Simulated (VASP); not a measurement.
Set up this calculation in VASP 6.6.1, as the native input.

* Task: single point
* Functional: BLYP
* Potentials or basis: VASP PAW PBE potentials, release 64 (Mg)
* Cutoff: 520 eV
* k mesh: 14 × 14 × 14
* Occupations: fermi-dirac, width 0.1 eV
* Spin: no spin polarisation
* Dipole correction: no
* Further INCAR settings: ALGO = Normal; EDIFF = 1e-06; NBANDS = 7

The structure of Mg lies in POSCAR:

```
Mg
1.0
   -1.8739001151      1.8739001151      1.8739001151
    1.8739001151     -1.8739001151      1.8739001151
    1.8739001151      1.8739001151     -1.8739001151
Mg
1
Direct
    0.0000000000      0.0000000000      0.0000000000
```

This cell differs from its parent crystal: volume scaled by 1.12.

The input as run:

INCAR

```
PREC = Accurate
ENCUT = 520
EDIFF = 1E-6
ISMEAR = -1
SIGMA = 0.1
LREAL = F
LASPH = T
NELM = 80
ALGO = Normal
ISIF = 2
LWAVE = F
LCHARG = F
GGA = B5
ALDAX = 1.0
AGGAX = 1.0
AGGAC = 1.0
ALDAC = 0.0
NBANDS = 7
```

KPOINTS

```
regular mesh
0
Gamma
  14 14 14
```

Potentials or basis: VASP PAW PBE potentials, release 64 (Mg).

Command:

```bash
$ cat potpaw_PBE.64/Mg/POTCAR > POTCAR
$ mpirun -np 1 vasp_std > vasp.out
```

It gave:

```json
{"Pressure": "-2.6 GPa", "Band gap on the k mesh": "zero (band 1 reaches 5.84 eV, above the bottom of band 2 at 1.40 eV)"}
```

Caveat: the PAW data sets were made with another functional, which shifts forces and pressure a little.

It took 35 s on 1 thread of AMD EPYC 7R13, on a shared host, peak memory 0.11 GiB.
